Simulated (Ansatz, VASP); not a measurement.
One calculation of Sb, two programs

```
CELL_PARAMETERS angstrom
2.10759 1.21682 3.74400
-2.10759 1.21682 3.74400
0.00000 -2.43363 3.74400
ATOMIC_POSITIONS crystal
Sb 0.23364 0.23364 0.23364
Sb 0.76636 0.76636 0.76636
```

Change from the starting cell: x and y stretched by -2 %, z held, crystal datasets.

Alike in both runs: task electric field gradients; functional PBE; k mesh 9 × 9 × 9; occupations fermi-dirac, width 0.05 eV; no spin polarisation.

|  | VASP | Ansatz |
| --- | --- | --- |
| version | VASP 6.6.1 | Ansatz 0.2.0 |
| potentials or method | VASP PAW PBE potentials, release 64 (Sb), cutoff 520 eV | all-electron PAW with datasets made for the crystal, scalar-relativistic |

```csv
,VASP,Ansatz,Ansatz less VASP
pressure (GPa),6.2,6.1,-0.12
"traceless stress, the component that is largest in VASP (GPa)",-1.15,-1.10,+0.045
rms of the force components (eV/Å),0.280,0.246,-0.0334
size of Vzz on the site where it differs most (V/Å²),38.4,42.8,+4.38
```

Atom by atom the forces differ by 0.033 eV/Å (rms over components). Ansatz ran all-electron here, and VASP with PAW potentials.

Neither program's run includes spin-orbit coupling.
